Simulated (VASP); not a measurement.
Input of a VASP 6.6.1 run:

Contents of INCAR:

```
  ALGO = Normal
  EDIFF = 1E-6
  ENCUT = 500
  GGA = PE
  GGA_COMPAT = F
  ISIF = 2
  ISMEAR = -1
  LASPH = T
  LCHARG = F
  LREAL = F
  LWAVE = F
  NBANDS = 16
  NELM = 120
  PREC = Accurate
  SIGMA = 0.05
```

Contents of KPOINTS:

```
k-points
0
Gamma
  6 6 6
```

The input POSCAR:

```
InP
1.0
    0.0000000000      2.9305000000      2.9305000000
    2.9305000000      0.0000000000      2.9305000000
    2.9305000000      2.9305000000      0.0000000000
In P
1 1
Direct
    0.0000000000      0.0000000000      0.0000000000
    0.7500000000      0.7500000000      0.7500000000
```

Potentials or basis: VASP PAW PBE potentials, release 64 (In_d, P).

The run is started by

```sh
$ cat potpaw_PBE.64/In_d/POTCAR potpaw_PBE.64/P/POTCAR > POTCAR
$ mpirun -np 1 vasp_std > vasp.out
```

Task: Predict the band gap on the k mesh.

Result: 0.71 eV, direct.

Task: Estimate the pressure.

Result: 3.3 GPa.

Caveat: spin-orbit coupling is left out, which moves the levels of the heavy elements. Expect the measured gap to be larger: semilocal functionals such as PBE lack the derivative discontinuity.
